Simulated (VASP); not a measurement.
# CaScB2 (P4/mmm) in VASP: a series of runs, part 2 of 2

VASP 6.6.1. The steps go on from the part before.

### 3 Relaxation of cell and atoms, PBE

This run uses another cell than the first one, of 14.93 Å³/atom, 1.003 times its volume.

INCAR

```
SYSTEM = CaScB2
PREC     = Accurate       ! precision mode
ENCUT    = 600            ! plane-wave cutoff, eV
EDIFF    = 1E-6           ! SCF threshold, eV
ISMEAR   = 0              ! smearing method
SIGMA    = 0.1            ! smearing width, eV
LREAL    = .False.        ! projectors in reciprocal space
LASPH    = .True.         ! aspherical terms in the spheres
NELM     = 100            ! most SCF steps
ALGO     = Normal         ! electronic algorithm
ISIF     = 3              ! what is computed and relaxed
LWAVE    = .False.        ! write WAVECAR
LCHARG   = .False.        ! write CHGCAR
GGA      = PE             ! functional
IBRION   = 2              ! ionic algorithm
NSW      = 100            ! ionic steps
EDIFFG   = -0.01          ! ionic threshold
```

KPOINTS

```
Automatic mesh
0
Gamma
  10 10 14
  0 0 0
```

POSCAR

```
CaScB2
1.0
    4.3623903364      0.0000000000      0.0000000000
    0.0000000000      4.3623903364      0.0000000000
    0.0000000000      0.0000000000      3.1376549444
Ca Sc B
1 1 2
Direct
    0.5000000000      0.5000000000      0.5000000000
    0.0000000000      0.0000000000      0.5000000000
    0.0000000000      0.5000000000      0.0000000000
    0.5000000000      0.0000000000      0.0000000000
```

Potentials or basis: VASP PAW PBE potentials, release 64 (Ca_sv, Sc_sv, B).

Started as:

```bash
cat potpaw_PBE.64/Ca_sv/POTCAR potpaw_PBE.64/Sc_sv/POTCAR potpaw_PBE.64/B/POTCAR > POTCAR
mpirun -np 1 vasp_std > vasp.out
```

OUTCAR:

```text
SYSTEM = CaScB2
   PREC = Accurate
   ENCUT = 600
   EDIFF = 1E-6
   ISMEAR = 0
   LREAL = .False.
   LASPH = .True.
   NELM = 100
   ISIF = 3
   GGA = PE
   IBRION = 2
   NSW = 100
   EDIFFG = -0.01

 ion  position               nearest neighbor table
   1  0.500  0.500  0.500-   2 3.08   2 3.08   2 3.08   2 3.08
   2  0.000  0.000  0.500-   3 2.69   4 2.69   3 2.69   4 2.69   3 2.69   3 2.69   4 2.69   4 2.69
                             1 3.08   1 3.08   1 3.08   1 3.08
   3  0.000  0.500  0.000-   2 2.69   2 2.69   2 2.69   2 2.69
   4  0.500  0.000  0.000-   2 2.69   2 2.69   2 2.69   2 2.69

  LATTYP: Found a simple tetragonal cell.
 ALAT       =     4.3623903364
 C/A-ratio  =     0.7192513055

  Lattice vectors:

 A1 = (   4.3623903364,   0.0000000000,   0.0000000000)
 A2 = (   0.0000000000,   4.3623903364,   0.0000000000)
 A3 = (   0.0000000000,   0.0000000000,   3.1376549444)

Analysis of symmetry for initial positions (statically):
=====================================================================
 Subroutine PRICEL returns:
 Original cell was already a primitive cell.

 Routine SETGRP: Setting up the symmetry group for a
 simple tetragonal supercell.
[... 176 lines left out ...]

  FORCE on cell =-STRESS in cart. coord.  units (eV):
  Direction    XX          YY          ZZ          XY          YZ          ZX
  --------------------------------------------------------------------------------------
  -------------------------------------------------------------------------------------
  Total        0.4169779      0.4169779     -0.7439219      0.0000000      0.0000000     -0.0000000
  in kB       11.1884358     11.1884358    -19.9610647      0.0000000      0.0000000     -0.0000000
  external PRESSURE =       0.8052690 kB  Pullay stress =       0.0000000 kB
[... 215 lines left out ...]
--------------------------------------- Ionic step        7  -------------------------------------------

 number of electron      26.9999999 magnetization

 Free energy of the ion-electron system (eV)
  ---------------------------------------------------
  ext. energy  EPLUGINS =         0.00000000
  ---------------------------------------------------
  free energy    TOTEN  =       -19.79033866 eV

  energy without entropy =      -19.78088750  energy(sigma->0) =      -19.78561308

 E-fermi :   4.5587     XC(G=0): -10.6950

 val. band max:        4.5557893552   @ k =   0.3000   0.0000   0.1429
 cond. band min:       4.5614749617   @ k =   0.5000   0.1000   0.0714
 fundamental gap:      0.0056856065
 Fermi energy:         4.5586867082

 k-point     1 :       0.0000    0.0000    0.0000
  band No.  band energies     occupation
      1     -44.8077      2.00000
      2     -35.0109      2.00000
      3     -23.4562      2.00000
      4     -23.4562      2.00000
      5     -23.2429      2.00000
      6     -16.1510      2.00000
[... 457 lines left out ...]
      4     -23.4526      2.00000
      5     -23.2620      2.00000
      6     -16.1679      2.00000
[... 9 lines left out ...]
     16       6.5768      0.00000
     17       6.9837      0.00000

 [... further k-points ...]
[... 5 lines left out ...]
  --------------------------------------------------------------------------------------
  -------------------------------------------------------------------------------------
  Total       -0.0019448     -0.0019448      0.0224423      0.0000000      0.0000000      0.0000000
  in kB       -0.0521809     -0.0521809      0.6021429      0.0000000      0.0000000      0.0000000
  external PRESSURE =       0.1659270 kB  Pullay stress =       0.0000000 kB
[... 19 lines left out ...]
  FREE ENERGIE OF THE ION-ELECTRON SYSTEM (eV)
  ---------------------------------------------------
  free  energy   TOTEN  =       -19.7903386583 eV

  energy  without entropy=      -19.7808875018  energy(sigma->0) =      -19.78561308

 reached required accuracy - stopping structural energy minimisation
```

CONTCAR:

```text
CaScB2
   1.00000000000000
     4.4166525505797223    0.0000000000000000   -0.0000000000000000
     0.0000000000000000    4.4166525505797223    0.0000000000000000
     0.0000000000000000    0.0000000000000000    3.0612047606155826
  Ca              Sc              B
     1     1     2
Direct
     0.5000000000000000    0.5000000000000000    0.5000000000000000
     0.0000000000000000    0.0000000000000000    0.5000000000000000
     0.0000000000000000    0.5000000000000000    0.0000000000000000
     0.5000000000000000    0.0000000000000000    0.0000000000000000

  0.00000000E+00  0.00000000E+00  0.00000000E+00
  0.00000000E+00  0.00000000E+00  0.00000000E+00
  0.00000000E+00  0.00000000E+00  0.00000000E+00
  0.00000000E+00  0.00000000E+00  0.00000000E+00
```

It took 6.7 min on 1 thread of Intel Xeon 6975P-C (Granite Rapids), shared host; peak memory 0.4 GiB.

Results:

| Property | Result |
| --- | --- |
| Free energy | -19.7903 eV |
| Energy gained by relaxing | 3.6 meV/atom |
| Ionic steps | 7 |
| Pressure after relaxing | 0.0 GPa |

Step by step:
```csv
step,energy change (eV),largest force (eV/Å),pressure (GPa),volume (Å³)
1,0.0000,0.0000,0.08,59.71
2,-0.0089,0.0000,-0.05,59.77
3,-0.0143,0.0000,-0.19,59.84
4,-0.0144,0.0000,-0.20,59.85
5,-0.0144,0.0000,-0.21,59.85
6,-0.0145,0.0000,0.11,59.63
7,-0.0145,0.0000,0.02,59.71
```

Final structure:
```
Ca Sc B
1.0
     4.41665    0.00000    0.00000
     0.00000    4.41665    0.00000
     0.00000    0.00000    3.06120
Ca Sc B
1 1 2
Direct
  0.50000 0.50000 0.50000
  0.00000 0.00000 0.50000
  0.00000 0.50000 0.00000
  0.50000 0.00000 0.00000
```

Levels at points of the mesh, in eV from the Fermi level:
```
           k point  band 12  band 13  band 14  band 15  band 16  band 17
(0.00, 0.00, 0.00)    -1.38     0.06     0.50     1.82     2.68     2.68
(0.50, 0.00, 0.00)    -0.84    -0.79    -0.61     1.12     1.59     2.52
(0.50, 0.50, 0.00)    -3.62     0.43     0.87     1.17     1.17     1.52
(0.00, 0.00, 0.50)    -2.74    -2.72    -2.63     1.04     1.04     1.39
(0.50, 0.00, 0.50)    -2.42    -1.61    -0.89     1.41     1.81     2.04
(0.50, 0.50, 0.50)    -1.36    -1.36    -0.83     0.97     1.14     2.36
```
